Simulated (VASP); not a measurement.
A run of VASP 6.6.1:

Contents of INCAR:

```
ALGO = Normal ; EDIFF = 1E-6
ENCUT = 600 ; GGA = PE
GGA_COMPAT = False ; ISIF = 2
ISMEAR = 1 ; LASPH = True
LCHARG = False ; LREAL = False
LWAVE = False ; NBANDS = 14
NELM = 120 ; PREC = Accurate
SIGMA = 0.2
```

File KPOINTS:

```
k-points
0
Gamma
  12 12 12
```

POSCAR

```
TaC
1.0
    0.0000000000      2.2230000000      2.2230000000
    2.2230000000      0.0000000000      2.2230000000
    2.2230000000      2.2230000000      0.0000000000
Ta C
1 1
Direct
    0.0000000000      0.0000000000      0.0000000000
    0.5000000000      0.5000000000      0.5000000000
```

Potentials or basis: VASP PAW PBE potentials, release 64 (Ta_pv, C).

Run with:

```console
$ cat potpaw_PBE.64/Ta_pv/POTCAR potpaw_PBE.64/C/POTCAR > POTCAR
$ mpirun -np 1 vasp_std > vasp.out
```

Hardware: 1 thread of AMD EPYC 7R43 64-Core Processor (Zen 3) (shared host).

Problem. How long does it take, and how much memory?

Solution. Wall time 56 s on 1 thread of AMD EPYC 7R43 64-Core Processor (Zen 3) (shared host), peak memory 0.14 GiB. Counts: scf iterations 12, k points 72.
